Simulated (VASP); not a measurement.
# BP (F-43m) in VASP: notebook, part 2 of 2

VASP 6.6.1. The steps go on from the part before.

## 3. Single point, PBE

This run uses another cell than the first one, of 12.62 Å³/atom, 1.038 times its volume.

The input, INCAR:

```
  PREC = Accurate
  ENCUT = 500
  EDIFF = 1E-6
  ISMEAR = 0
  SIGMA = 0.01
  LREAL = F
  LASPH = T
  NELM = 120
  ALGO = Normal
  ISIF = 2
  LWAVE = F
  LCHARG = T
  GGA = PE
  LELF = T
  LVHAR = T
  NBANDS = 11
  GGA_COMPAT = F
```

The input, KPOINTS:

```
Automatic mesh
0
Gamma
  6 6 6
```

The input, POSCAR:

```
BP
1.0
    0.0000000000      2.3279612538      2.3279612538
    2.3279612538      0.0000000000      2.3279612538
    2.3279612538      2.3279612538      0.0000000000
B P
1 1
Direct
    0.0000000000      0.0000000000      0.0000000000
    0.2500000000      0.2500000000      0.2500000000
```

Potentials or basis: VASP PAW PBE potentials, release 64 (B, P).

Run with:

```console
> cat potpaw_PBE.64/B/POTCAR potpaw_PBE.64/P/POTCAR > POTCAR
> mpirun -np 1 vasp_std > vasp.out
```

OUTCAR:

```text
PREC = Accurate
   ENCUT = 500
   EDIFF = 1E-6
   ISMEAR = 0
   LREAL = F
   LASPH = T
   NELM = 120
   ISIF = 2
   GGA = PE

 ion  position               nearest neighbor table
   1  0.000  0.000  0.000-   2 2.02   2 2.02   2 2.02   2 2.02
   2  0.250  0.250  0.250-   1 2.02   1 2.02   1 2.02   1 2.02

  LATTYP: Found a face centered cubic cell.
 ALAT       =     4.6559225076

  Lattice vectors:

 A1 = (   0.0000000000,   2.3279612538,   2.3279612538)
 A2 = (   2.3279612538,   0.0000000000,   2.3279612538)
 A3 = (   2.3279612538,   2.3279612538,   0.0000000000)

Analysis of symmetry for initial positions (statically):
=====================================================================
 Subroutine PRICEL returns:
 Original cell was already a primitive cell.

 Routine SETGRP: Setting up the symmetry group for a
 face centered cubic supercell.

 Subroutine GETGRP returns: Found 24 space group operations
 (whereof 24 operations were pure point group operations)
 out of a pool of 48 trial point group operations.

The static configuration has the point symmetry T_d .

Analysis of symmetry for dynamics (positions and initial velocities):
=====================================================================
 Subroutine PRICEL returns:
 Original cell was already a primitive cell.

 Routine SETGRP: Setting up the symmetry group for a
 face centered cubic supercell.

 Subroutine GETGRP returns: Found 24 space group operations
 (whereof 24 operations were pure point group operations)
 out of a pool of 48 trial point group operations.

The dynamic configuration has the point symmetry T_d .

 Subroutine INISYM returns: Found 24 space group operations
 (whereof 24 operations are pure point group operations),
 and found     1 'primitive' translations

----------------------------------------------------------------------------------------

                                     Primitive cell

  volume of cell :      25.2323

  direct lattice vectors                    reciprocal lattice vectors
     0.000000000  2.327961254  2.327961254    -0.214780207  0.214780207  0.214780207
     2.327961254  0.000000000  2.327961254     0.214780207 -0.214780207  0.214780207
     2.327961254  2.327961254  0.000000000     0.214780207  0.214780207 -0.214780207

  length of vectors
     3.292234378  3.292234378  3.292234378     0.372010231  0.372010231  0.372010231

  position of ions in fractional coordinates (direct lattice)
     0.000000000  0.000000000  0.000000000
     0.250000000  0.250000000  0.250000000

  ion indices of the primitive-cell ions
   primitive index   ion index
                 1           1
                 2           2

----------------------------------------------------------------------------------------

 KPOINTS: Automatic mesh

Automatic generation of k-mesh.
 Grid dimensions read from file:
 generate k-points for:    6    6    6

 Generating k-lattice:

  Cartesian coordinates                     Fractional coordinates (reciprocal lattice)
    -0.035796701  0.035796701  0.035796701     0.166666667  0.000000000  0.000000000
     0.035796701 -0.035796701  0.035796701     0.000000000  0.166666667  0.000000000
     0.035796701  0.035796701 -0.035796701     0.000000000  0.000000000  0.166666667

  Length of vectors
     0.062001705  0.062001705  0.062001705

  Shift w.r.t. Gamma in fractional coordinates (k-lattice)
     0.000000000  0.000000000  0.000000000

 Subroutine IBZKPT returns following result:
 ===========================================

 Found     16 irreducible k-points:

 Following reciprocal coordinates:
            Coordinates               Weight
  0.000000  0.000000  0.000000      1.000000
  0.166667  0.000000  0.000000      8.000000
  0.333333  0.000000  0.000000      8.000000
  0.500000  0.000000  0.000000      4.000000
  0.166667  0.166667  0.000000      6.000000
  0.333333  0.166667  0.000000     24.000000
[... 8 lines left out ...]
 -0.333333  0.333333  0.166667     24.000000
 -0.333333  0.500000  0.166667     12.000000
   k-points           NKPTS =     16   k-points in BZ     NKDIM =     16   number of bands    NBANDS=     11
   number of dos      NEDOS =    301   number of ions     NIONS =      2
   total plane-waves  NPLWV =  13824
   dimension x,y,z NGX =    24 NGY =   24 NGZ =   24
   dimension x,y,z NGXF=    48 NGYF=   48 NGZF=   48
   ions per type =               1   1
   NGX,Y,Z   is equivalent  to a cutoff of  12.12, 12.12, 12.12 a.u.
   NGXF,Y,Z  is equivalent  to a cutoff of  24.24, 24.24, 24.24 a.u.
 SYSTEM =  unknown system
   PREC   = accura    normal or accurate (medium, high low for compatibility)
   ISTART =      0    job   : 0-new  1-cont  2-samecut
   ICHARG =      2    charge: 1-file 2-atom 10-const
   ISPIN  =      1    spin polarized calculation?
   LNONCOLLINEAR =      F non collinear calculations
   LSORBIT =      F    spin-orbit coupling
   LASPH  =      T    aspherical Exc in radial PAW
   ENCUT  =  500.0 eV  36.75 Ry    6.06 a.u.   6.00  6.00  6.00*2*pi/ulx,y,z
   NELM   =    120;   NELMIN=  2; NELMDL= -5     # of ELM steps
   EDIFF  = 0.1E-05   stopping-criterion for ELM
   LREAL  =      F    real-space projection
   EDIFFG = 0.1E-04   stopping-criterion for IOM
   NSW    =      0    number of steps for IOM
   IBRION =     -1    ionic relax: 0-MD 1-quasi-New 2-CG
   NFREE  =      0    steps in history (QN), initial steepest desc. (CG)
   ISIF   =      2    stress and relaxation
   ISYM   =      2    0-nonsym 1-usesym 2-fastsym
   POTIM  = 0.5000    time-step for ionic-motion
   TEBEG  =    0.0;   TEEND  =   0.0 temperature during run
   PSTRESS=    0.0 pullay stress
   NELECT =       8.0000    total number of electrons
   NUPDOWN=      -1.0000    fix difference up-down
   EMIN   =  10.00;   EMAX   =-10.00  energy-range for DOS
   EFERMI =   0.00;   METHOD = LEGACY
   ISMEAR =     0;   SIGMA  =   0.01  broadening in eV -4-tet -1-fermi 0-gaus
   EFERMI_NEDOS =   21; number of points for ismear=-14 and -15
   IALGO  =     38    algorithm
   IMIX   =      4    mixing-type and parameters
     AMIX     =   0.40;   BMIX     =  1.00
     AMIX_MAG =   1.60;   BMIX_MAG =  1.00
  volume/ion in A,a.u.               =      12.62        85.14
  Fermi-wavevector in a.u.,A,eV,Ry     =   1.116312  2.109525 16.954946  1.246153
  Thomas-Fermi vector in A             =   2.252925
   LORBIT       =      0    0 simple, 1 ext, 2 COOP (PROOUT), +10 PAW based schemes
   GGA     = PE    functional components
   LHFCALC =     F    Hartree Fock is set to
   AEXX    =    0.0000 exact exchange contribution
   IVDW    =     0    specifies the selected vdW correction
   LEPSILON=     F    determine dielectric tensor
   LRPA    =     F    only Hartree local field effects (RPA)
 non-spin polarized calculation
 Gauss-broadening in eV      SIGMA  =   0.01
  energy-cutoff  :      500.00
  volume of cell :       25.23
 maximum number of plane-waves:       650
   NGX = 13   NGY = 13   NGZ = 13

 number of electron       8.0000000 magnetization

 Free energy of the ion-electron system (eV)
  ---------------------------------------------------
  ext. energy  EPLUGINS =         0.00000000
  ---------------------------------------------------
  free energy    TOTEN  =       -12.85741447 eV

  energy without entropy =      -12.85741447  energy(sigma->0) =      -12.85741447

 E-fermi :   6.6434     XC(G=0): -10.5756

 val. band max:        6.5514784212   @ k =   0.0000   0.0000   0.0000
 cond. band min:       8.0064487734   @ k =   0.3333   0.3333   0.0000
 fundamental gap:      1.4549703521
 Fermi energy:         6.6433661524

 k-point     1 :       0.0000    0.0000    0.0000
  band No.  band energies     occupation
      1      -8.2400      2.00000
      2       6.5515      2.00000
      3       6.5515      2.00000
      4       6.5515      2.00000
      5       9.8476      0.00000
      6       9.8476      0.00000
      7       9.8476      0.00000
      8      12.7847      0.00000
      9      17.5695      0.00000
     10      18.4655      0.00000
     11      18.4655      0.00000
[... 197 lines left out ...]
 k-point    16 :      -0.3333    0.5000    0.1667
  band No.  band energies     occupation
      1      -3.6253      2.00000
      2      -1.3291      2.00000
      3       1.6404      2.00000
      4       1.7724      2.00000
      5      10.3898      0.00000
      6      10.8732      0.00000
      7      15.2121      0.00000
      8      15.7906      0.00000
      9      18.9349      0.00000
     10      22.0253      0.00000
     11      22.1105      0.00000

------------------------ aborting loop because EDIFF is reached ----------------------------------------

  FORCE on cell =-STRESS in cart. coord.  units (eV):
  Direction    XX          YY          ZZ          XY          YZ          ZX
  --------------------------------------------------------------------------------------
  -------------------------------------------------------------------------------------
  Total       -1.5736040     -1.5736040     -1.5736040     -0.0000000     -0.0000000      0.0000000
  in kB      -99.9191677    -99.9191677    -99.9191677     -0.0000000     -0.0000000      0.0000000
  external PRESSURE =     -99.9191677 kB  Pullay stress =       0.0000000 kB

 VOLUME and BASIS-vectors are now :
 -----------------------------------------------------------------------------
  energy-cutoff  :      500.00
  volume of cell :       25.23
      direct lattice vectors                 reciprocal lattice vectors
     0.000000000  2.327961254  2.327961254    -0.214780207  0.214780207  0.214780207
     2.327961254  0.000000000  2.327961254     0.214780207 -0.214780207  0.214780207
     2.327961254  2.327961254  0.000000000     0.214780207  0.214780207 -0.214780207

 POSITION                                       TOTAL-FORCE (eV/Angst)
 -----------------------------------------------------------------------------------
      0.00000      0.00000      0.00000         0.000000     -0.000000      0.000000
      1.16398      1.16398      1.16398        -0.000000      0.000000     -0.000000
 -----------------------------------------------------------------------------------
    total drift:                                0.000000      0.000000      0.000000

  FREE ENERGIE OF THE ION-ELECTRON SYSTEM (eV)
  ---------------------------------------------------
  free  energy   TOTEN  =       -12.8574144682 eV

  energy  without entropy=      -12.8574144682  energy(sigma->0) =      -12.85741447
```

stdout:

```text
POSCAR found type information on POSCAR B P
 POSCAR found :  2 types and       2 ions
 scaLAPACK will be used
 LDA part: xc-table for (Slater+PW92), standard interpolation
 POSCAR, INCAR and KPOINTS ok, starting setup
 FFT: planning ... GRIDC
 FFT: planning ... GRID_SOFT
 FFT: planning ... GRID
 WAVECAR not read
 entering main loop
```

It used 3.8 s of CPU time on 1 thread of AMD EPYC 7R13 Processor (Zen 3), with other jobs on the host.

Results:

| Quantity | Value |
| --- | --- |
| Free energy | -12.8574 eV |
| Pressure | -10.0 GPa |
| Band gap on the k mesh | 1.45 eV, indirect (least direct gap 3.30 eV) |

Levels at points of the mesh, in eV from the valence-band top:
| k point | band 2 | band 3 | band 4 | band 5 | band 6 | band 7 |
| --- | --- | --- | --- | --- | --- | --- |
| (0.00, 0.00, 0.00) | 0.00 | 0.00 | 0.00 | 3.30 | 3.30 | 3.30 |
| (0.50, 0.00, 0.00) | -8.50 | -1.66 | -1.66 | 3.33 | 4.66 | 4.66 |
| (0.50, 0.50, 0.00) | -8.19 | -3.84 | -3.84 | 1.47 | 1.73 | 11.41 |

A k mesh can miss the band edges.

## 4. Single point, PBE

This run uses another cell than the first one, of 11.68 Å³/atom, 0.962 times its volume.

The input, INCAR:

```
  PREC = Accurate
  ENCUT = 500
  EDIFF = 1E-6
  ISMEAR = 0
  SIGMA = 0.01
  LREAL = False
  LASPH = True
  NELM = 120
  ALGO = Normal
  ISIF = 2
  LWAVE = False
  LCHARG = True
  GGA = PE
  LELF = True
  LVHAR = True
  NBANDS = 11
  GGA_COMPAT = False
```

The input, KPOINTS:

```
Automatic mesh
0
Gamma
  2 2 2
```

The input, POSCAR:

```
BP
1.0
    0.0000000000      2.2690000000      2.2690000000
    2.2690000000      0.0000000000      2.2690000000
    2.2690000000      2.2690000000      0.0000000000
B P
1 1
Direct
    0.0000000000      0.0000000000      0.0000000000
    0.2500000000      0.2500000000      0.2500000000
```

Run with:

```console
> cat potpaw_PBE.64/B/POTCAR potpaw_PBE.64/P/POTCAR > POTCAR
> mpirun -np 1 vasp_std > vasp.out
```

It took 2.8 s on 1 thread of AMD EPYC 7R13 (Zen 3), shared host; peak memory 0.1 GiB.

Results (log left out):

```
Free energy            : -10.0441 eV
Pressure               : 16.5 GPa
Band gap on the k mesh : 1.14 eV, indirect (least direct gap 3.25 eV)
```

Levels at points of the mesh, in eV from the valence-band top:
```tsv
k point	band 2	band 3	band 4	band 5	band 6	band 7
(0.00, 0.00, 0.00)	0.00	0.00	0.00	3.25	3.25	3.25
(0.50, 0.00, 0.00)	-9.16	-1.80	-1.80	3.70	4.54	4.54
(0.50, 0.50, 0.00)	-8.66	-4.20	-4.20	1.14	1.49	12.09
```

Caveat: the k points lie up to 1.20 Å⁻¹ apart. A k mesh can miss the band edges.

## 5. Single point, PBE

This run uses another cell than the first one, of 11.68 Å³/atom, 0.962 times its volume.

The input, INCAR:

```
SYSTEM = BP
  PREC = Accurate
  ENCUT = 500
  EDIFF = 1E-6
  ISMEAR = 0
  SIGMA = 0.01
  LREAL = .False.
  LASPH = .True.
  NELM = 120
  ALGO = Normal
  ISIF = 2
  LWAVE = .False.
  LCHARG = .False.
  GGA = PE
  NBANDS = 11
  GGA_COMPAT = .False.
```

The input, KPOINTS:

```
regular mesh
0
Gamma
  2 2 2
  0 0 0
```

POSCAR is that of step 4.

Run with:

```console
> cat potpaw_PBE.64/B/POTCAR potpaw_PBE.64/P/POTCAR > POTCAR
> mpirun -np 1 vasp_std > vasp.out
```

It took 2.6 s on 1 thread of AMD EPYC 7R13 (Zen 3), shared host; peak memory 0.1 GiB.

It converged, with:

```
Free energy            : -10.0441 eV
Pressure               : 16.5 GPa
Band gap on the k mesh : 1.14 eV, indirect (least direct gap 3.25 eV)
```

Levels at points of the mesh, in eV from the valence-band top:
```csv
k point,band 2,band 3,band 4,band 5,band 6,band 7
"(0.00, 0.00, 0.00)",0.00,0.00,0.00,3.25,3.25,3.25
"(0.50, 0.00, 0.00)",-9.16,-1.80,-1.80,3.70,4.54,4.54
"(0.50, 0.50, 0.00)",-8.66,-4.20,-4.20,1.14,1.49,12.09
```

Caveat: the k points lie up to 1.20 Å⁻¹ apart. A hybrid or GW would open this gap; PBE tends to underestimate it.

## 6. Single point, PBE

This run uses another cell than the first one, of 10.75 Å³/atom, 0.885 times its volume.

The input, INCAR:

```
ALGO = Normal ; EDIFF = 1E-6
ENCUT = 500 ; GGA = PE
GGA_COMPAT = False ; ISIF = 2
ISMEAR = 0 ; LASPH = True
LCHARG = False ; LREAL = False
LWAVE = False ; NBANDS = 11
NELM = 120 ; PREC = Accurate
SIGMA = 0.01
```

The input, KPOINTS:

```
k-points
0
Gamma
  4 4 4
```

The input, POSCAR:

```
BP
1.0
    0.0000000000      2.2068040467      2.2068040467
    2.2068040467      0.0000000000      2.2068040467
    2.2068040467      2.2068040467      0.0000000000
B P
1 1
Direct
    0.0000000000      0.0000000000      0.0000000000
    0.2500000000      0.2500000000      0.2500000000
```

Potentials or basis: VASP PAW PBE potentials, release 64 (B, P).

Run with:

```console
> cat potpaw_PBE.64/B/POTCAR potpaw_PBE.64/P/POTCAR > POTCAR
> mpirun -np 1 vasp_std > vasp.out
```

Wall time 3.5 s (1 thread of AMD EPYC 7R13 (Zen 3), shared host); peak memory 0.1 GiB.

Results (log left out):

| Property | Result |
| --- | --- |
| Free energy | -12.6448 eV |
| Pressure | 18.4 GPa |
| Band gap on the k mesh | 1.13 eV, indirect (least direct gap 3.52 eV) |

Levels at points of the mesh, in eV from the valence-band top:
```csv
k point,band 1,band 2,band 3,band 4,band 5,band 6,band 7,band 8,band 9
"(0.00, 0.00, 0.00)",-16.24,0.00,0.00,0.00,3.52,3.52,3.52,8.67,12.10
"(0.50, 0.00, 0.00)",-12.58,-9.67,-1.86,-1.86,4.28,4.74,4.74,10.39,15.16
"(0.50, 0.50, 0.00)",-10.93,-9.03,-4.43,-4.43,1.13,1.56,12.91,12.91,16.29
```

Caveat: the k points lie up to 0.62 Å⁻¹ apart. PBE gaps usually lie below the measured ones, often by a third to a half.

## 7. The runs side by side

```tsv
cell	k mesh	gap on the mesh (eV)	pressure (GPa)
a = 3.251 Å, angles 60.0°, 2 atoms	6 × 6 × 6	1.41	-5.0
a = 3.292 Å, angles 60.0°, 2 atoms	6 × 6 × 6	1.45	-10.0
a = 3.209 Å, angles 60.0°, 2 atoms	2 × 2 × 2	1.14	16.5
a = 3.121 Å, angles 60.0°, 2 atoms	4 × 4 × 4	1.13	18.4
```

Alike in all rows: task single point; level PBE; potentials or basis VASP PAW PBE potentials, release 64 (B, P); no spin polarisation; cutoff (eV) 500; smearing gaussian 0.01 eV.

Caveats: some runs use coarse meshes.

Absolute energies hang on the potentials; compare differences alone.
